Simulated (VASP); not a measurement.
Crystal: InP.

```
CELL_PARAMETERS angstrom
0.00000 2.93050 2.93050
2.93050 0.00000 2.93050
2.93050 2.93050 0.00000
ATOMIC_POSITIONS crystal
In 0.00000 0.00000 0.00000
P 0.75000 0.75000 0.75000
```

Program: VASP 6.6.1. Alike in all runs: potentials or basis VASP PAW PBE potentials, release 64 (In_d, P); cell as given; cutoff (eV) 520; smearing fermi-dirac 0.03 eV. Hardware: 1 thread of Intel(R) Xeon(R) 6975P-C (Granite Rapids), with other jobs on the host.

Q: Order these runs on this cell by their wall time, lowest first.
A. task single point; level PBEsol; spin off; k mesh 11 × 11 × 11
B. task electric field gradients; level PBE; spin off; k mesh 3 × 3 × 3
C. task electric field gradients; level PBE; spin non-collinear, zero start, SOC; k mesh 11 × 11 × 11
D. task electric field gradients; level PBE; spin off; k mesh 15 × 15 × 15

A: B (4.5 s), A (14 s), D (48 s), C (190 s).

Caveats: some runs use coarse meshes.
